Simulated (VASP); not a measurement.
Crystal: BN.

```
B N
1.0
     2.49824    0.00000    0.00000
    -1.24912    2.16354    0.00000
     0.00000    0.00000    6.63570
B N
2 2
Direct
  0.33333 0.66667 0.25000
  0.66667 0.33333 0.75000
  0.33333 0.66667 0.75000
  0.66667 0.33333 0.25000
```

Base run:

```yaml
Program: VASP 6.6.1
Functional: RPBE
Potentials_or_basis: VASP PAW PBE potentials, release 64 (B, N)
Cutoff: 520 eV
k_mesh: 8 × 8 × 3
Occupations: gaussian, width 0.01 eV
Spin: no spin polarisation
```

Its results: band gap on the k mesh 4.38 eV, indirect (least direct gap 4.77 eV); pressure 9.1 GPa.

Question: After a change of settings the same cell gave: band gap on the k mesh 4.87 eV, indirect (least direct gap 5.32 eV); pressure 1.5 GPa. Which change was it?
A. functional from RPBE to PBEsol; further incar settings from ALGO = Normal; EDIFF = 1e-06; NBANDS = 16 to ALGO = Normal; EDIFF = 1e-07; NBANDS = 16
B. functional from RPBE to BLYP
C. functional from RPBE to r2SCAN

Answer: C.

r2SCAN gives the wider gap, since meta-GGAs in the generalised Kohn-Sham scheme recover part of the derivative discontinuity.

Caveats: the PAW data sets were made with another functional, which shifts forces and pressure a little; this functional lacks dispersion, which binds the layers, so the pressure and a relaxed spacing across them are unreliable (some runs).
